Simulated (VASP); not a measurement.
A run of VASP 6.6.1:

The input INCAR:

```
PREC = Accurate
ENCUT = 600
EDIFF = 1E-6
ISMEAR = 0
SIGMA = 0.1
LREAL = False
LASPH = True
NELM = 100
ALGO = Normal
ISIF = 3
LWAVE = False
LCHARG = False
GGA = PE
IBRION = 2
NSW = 90
EDIFFG = -0.04
```

Contents of KPOINTS:

```
regular mesh
0
Gamma
  8 8 6
```

POSCAR

```
P
1.0
    2.3854882830      0.0000000000      0.0000000000
    0.0000000000      2.3854882830      0.0000000000
    0.0000000000      0.0000000000      2.5791747422
P
1
Direct
    0.0000000000      0.0000000000      0.0000000000
```

Potentials or basis: VASP PAW PBE potentials, release 64 (P).

Launch:

```bash
$ cat potpaw_PBE.64/P/POTCAR > POTCAR
$ mpirun -np 1 vasp_std > vasp.out
```

Hardware: 1 thread of Intel(R) Xeon(R) 6975P-C (Granite Rapids), on a shared host.

Problem. How long does it take, and how much memory?

Solution. It took 12 s on 1 thread of Intel(R) Xeon(R) 6975P-C (Granite Rapids), with other jobs on the host, peak memory 0.12 GiB. Counts: scf iterations 63, k points 60, ion steps 10.
